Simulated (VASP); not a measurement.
Ag, 1 atom in the cell. The structure is cubic, space group Fm-3m (No. 225). The conventional cell has a = 4.056 Å, b = 4.056 Å, c = 4.056 Å, α = 90.00°, β = 90.00°, γ = 90.00°. Within 3.8 Å of Ag (site symmetry m-3m) lie 12 Ag at 2.87 Å. 

| Property | Result |
| --- | --- |
| Program | VASP 6.6.1 |
| Task | single point |
| Functional | r2SCAN |
| Potentials or basis | VASP PAW PBE potentials, release 64 (Ag) |
| Cutoff | 520 eV |
| k mesh | 24 × 24 × 24 |
| Occupations | fermi-dirac, width 0.08 eV |
| Spin | no spin polarisation |
| Dipole correction | no |
| Further INCAR settings | ALGO = Normal; EDIFF = 1e-06; NBANDS = 12 |

Potentials or basis: VASP PAW PBE potentials, release 64 (Ag).

Run with:

```sh
$ cat potpaw_PBE.64/Ag/POTCAR > POTCAR
$ cp INCAR.step1 INCAR
$ mpirun -np 1 vasp_std > vasp.out
$ cp INCAR.step2 INCAR
$ mpirun -np 1 vasp_std > vasp.out
```

Hardware: 1 thread of Intel(R) Xeon(R) 6975P-C (Granite Rapids) (shared host).

Problem. Estimate the wall time of this run.

Solution. It took 88 s on 1 thread of Intel(R) Xeon(R) 6975P-C (Granite Rapids), with other jobs on the host, peak memory 0.2 GiB. Counts: k points 413.
